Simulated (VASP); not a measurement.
Here is a VASP 6.6.1 calculation.

The input INCAR:

```
PREC     = Accurate       # precision mode
ENCUT    = 500            # plane-wave cutoff, eV
EDIFF    = 1E-6           # SCF threshold, eV
ISMEAR   = 0              # smearing method
SIGMA    = 0.2            # smearing width, eV
LREAL    = F              # projectors in reciprocal space
LASPH    = T              # aspherical terms in the spheres
NELM     = 120            # most SCF steps
ALGO     = Normal         # electronic algorithm
ISIF     = 2              # what is computed and relaxed
LWAVE    = F              # write WAVECAR
LCHARG   = T              # write CHGCAR
GGA      = PE             # functional
LELF     = T              # ELF
LVHAR    = T            
NBANDS   = 36             # bands
GGA_COMPAT= F
```

Contents of KPOINTS:

```
Automatic mesh
0
Gamma
  3 3 2
```

Contents of POSCAR:

```
Si3Bi2Te2
1.0
    5.2551179858      0.0000000000      0.0000000000
   -2.6275589929      4.5510656756      0.0000000000
    0.0000000000      0.0000000000      7.3023679586
Si Bi Te
3 2 2
Direct
    0.5000000000      0.0000000000      0.0000000000
    0.0000000000      0.5000000000      0.0000000000
    0.5000000000      0.5000000000      0.0000000000
    0.0000000000      0.0000000000      0.7636270809
    0.0000000000      0.0000000000      0.2363729191
    0.3333333333      0.6666666667      0.5000000000
    0.6666666667      0.3333333333      0.5000000000
```

Potentials or basis: VASP PAW PBE potentials, release 64 (Si, Bi_d, Te).

Command:

```console
$ cat potpaw_PBE.64/Si/POTCAR potpaw_PBE.64/Bi_d/POTCAR potpaw_PBE.64/Te/POTCAR > POTCAR
$ mpirun -np 1 vasp_std > vasp.out
```

Question: Estimate the band gap on the k mesh.

Answer: Zero (bands 27 and 28 overlap by 0.87 eV).

Question: What does it give for the pressure?

Answer: 0.0 GPa.

Question: Estimate the largest force.

Answer: 0.073 eV/Å.

Stress tensor (GPa, compression positive):
```
-0.26  0.00  0.00
 0.00 -0.26  0.00
 0.00  0.00  0.63
```

Caveat: the k points lie up to 0.46 Å⁻¹ apart, too coarse for converged energies and pressures of a metal; spin-orbit coupling is left out, which moves the levels of the heavy elements.
